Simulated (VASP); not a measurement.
Wanted: the native input for a VASP 6.6.1 run.

```yaml
Task: single point
Functional: r2SCAN
Potentials_or_basis: VASP PAW PBE potentials, release 64 (Li_sv, S)
Cutoff: 830 eV
k_mesh: 8 × 8 × 8
Occupations: gaussian, width 0.01 eV
Spin: no spin polarisation
Dipole_correction: no
Further_INCAR_settings: ALGO = Normal; EDIFF = 1e-06; NBANDS = 13
```

Crystal: Li2S.

```
Li S
1.0
     0.00000    2.84529    2.84529
     2.84529    0.00000    2.84529
     2.84529    2.84529    0.00000
Li S
2 1
Direct
  0.25000 0.25000 0.25000
  0.75000 0.75000 0.75000
  0.00000 0.00000 0.00000
```

These files were run (other wordings do the same):

POSCAR

```
Li2S
1.0
    0.0000000000      2.8452944241      2.8452944241
    2.8452944241      0.0000000000      2.8452944241
    2.8452944241      2.8452944241      0.0000000000
Li S
2 1
Direct
    0.2500000000      0.2500000000      0.2500000000
    0.7500000000      0.7500000000      0.7500000000
    0.0000000000      0.0000000000      0.0000000000
```

INCAR.step1

```
  PREC = Accurate
  ENCUT = 830
  ISMEAR = 0
  SIGMA = 0.01
  LREAL = False
  LASPH = True
  NELM = 120
  NBANDS = 13
  GGA = PE
  ALGO = Normal
  EDIFF = 1E-5
  LWAVE = True
  LCHARG = False
  GGA_COMPAT = False
```

INCAR.step2

```
  PREC = Accurate
  ENCUT = 830
  EDIFF = 1E-6
  ISMEAR = 0
  SIGMA = 0.01
  LREAL = False
  LASPH = True
  NELM = 120
  ALGO = Normal
  ISIF = 2
  LWAVE = False
  LCHARG = False
  METAGGA = R2SCAN
  LMIXTAU = True
  NBANDS = 13
  ISTART = 1
  GGA_COMPAT = False
```

KPOINTS

```
Automatic mesh
0
Gamma
  8 8 8
```

Potentials or basis: VASP PAW PBE potentials, release 64 (Li_sv, S).

Launch:

```console
$ cat potpaw_PBE.64/Li_sv/POTCAR potpaw_PBE.64/S/POTCAR > POTCAR
$ cp INCAR.step1 INCAR
$ mpirun -np 1 vasp_std > vasp.out
$ cp INCAR.step2 INCAR
$ mpirun -np 1 vasp_std > vasp.out
```

Results of the run:

```yaml
Pressure: -0.2 GPa
Band_gap_on_the_k_mesh: 3.86 eV, indirect (least direct gap 5.05 eV)
```

Caveat: the PAW data sets were made with another functional, which shifts forces and pressure a little.

It took 2.8 min on 1 thread of Intel(R) Xeon(R) Platinum 8488C (Sapphire Rapids), on a shared host, peak memory 0.25 GiB.
